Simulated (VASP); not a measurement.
Hg: single point with PBEsol+D3(BJ)

Crystal: Hg.

```
Hg
1.0
     3.15407    0.00000    0.00000
    -1.57703    2.73150    0.00000
     0.00000    0.00000    5.23740
Hg
2
Direct
  0.66667 0.33333 0.75000
  0.33333 0.66667 0.25000
```

```
Program                : VASP 6.6.1
Task                   : single point
Functional             : PBEsol
Dispersion             : D3(BJ)
Potentials or basis    : VASP PAW PBE potentials, release 64 (Hg)
Cutoff                 : 520 eV
k mesh                 : 18 × 18 × 10
Occupations            : gaussian, width 0.15 eV
Spin                   : no spin polarisation
Dipole correction      : no
Further INCAR settings : ALGO = Fast; EDIFF = 1e-06; NBANDS = 19
```

* Pressure: -1.1 GPa
* Band gap on the k mesh: zero (bands 12 and 13 overlap by 1.88 eV)
* Dispersion energy per atom: -0.443 eV

Stress tensor (GPa, compression positive):
```
-1.01  0.00  0.00
 0.00 -1.01  0.00
 0.00  0.00 -1.20
```

Levels at points of the mesh, in eV from the Fermi level:
```tsv
k point	band 8	band 9	band 10	band 11	band 12	band 13	band 14	band 15	band 16	band 17
(0.00, 0.00, 0.00)	-6.50	-6.50	-5.80	-5.80	-1.82	-1.57	13.33	13.33	13.35	14.18
(0.50, 0.00, 0.00)	-5.70	-5.68	-5.59	-2.21	-2.18	2.87	2.92	4.12	7.35	7.36
(0.00, 0.00, 0.50)	-6.67	-6.04	-6.04	-6.04	-6.04	6.58	6.58	13.62	13.62	14.34
(0.50, 0.00, 0.50)	-5.79	-5.62	-5.62	-1.25	-1.25	-0.22	-0.22	9.62	9.62	9.91
```

Run time: 110 s on 1 thread of Intel Xeon 8259CL (shared host), peak memory 0.28 GiB.

Caveat: the PAW data sets were made with another functional, which shifts forces and pressure a little; spin-orbit coupling is left out, which moves the levels of the heavy elements.
